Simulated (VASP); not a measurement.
Wanted: the native input for a VASP 6.6.1 run.

```yaml
Task: single point
Functional: PBE
Potentials_or_basis: VASP PAW PBE potentials, release 64 (Ru_pv, Al)
Cutoff: 520 eV
k_mesh: 7 × 7 × 7
Occupations: methfessel-paxton, width 0.2 eV
Spin: non-collinear spin, zero start, spin-orbit coupling
Starting_moments: "[[0.0, 0.0, 0.0], [0.0, 0.0, 0.0]] μB"
Dipole_correction: no
Further_INCAR_settings: ALGO = Fast; EDIFF = 1e-07; NBANDS = 29
```

The structure of AlRu lies in POSCAR:

```
AlRu
1.0
    2.9916000000      0.0000000000      0.0000000000
    0.0000000000      2.9916000000      0.0000000000
    0.0000000000      0.0000000000      2.9916000000
Ru Al
1 1
Direct
    0.5000000000      0.5000000000      0.5000000000
    0.0000000000      0.0000000000      0.0000000000
```

One way to write it, as run:

INCAR

```
PREC = Accurate
ENCUT = 520
EDIFF = 1E-7
ISMEAR = 1
SIGMA = 0.2
LREAL = F
LASPH = T
NELM = 150
ALGO = Fast
ISIF = 2
LWAVE = F
LCHARG = T
MAGMOM = 0 0 0 0 0 0
LORBIT = 11
LSORBIT = T
GGA_COMPAT = F
LORBMOM = T
LMAXMIX = 4
GGA = PE
LVHAR = T
NBANDS = 29
```

KPOINTS

```
regular mesh
0
Gamma
  7 7 7
```

Potentials or basis: VASP PAW PBE potentials, release 64 (Ru_pv, Al).

Launch:

```bash
$ cat potpaw_PBE.64/Ru_pv/POTCAR potpaw_PBE.64/Al/POTCAR > POTCAR
$ mpirun -np 1 vasp_ncl > vasp.out
```

It gave:

- Pressure: 2.6 GPa
- Net moment: 0.00 μB per cell
- Valence electrons inside the program's atomic spheres: Ru 12.79; Al 0.81

Run time: 40 s on 1 thread of Intel(R) Xeon(R) Platinum 8488C (Sapphire Rapids) (shared host), peak memory 0.2 GiB.
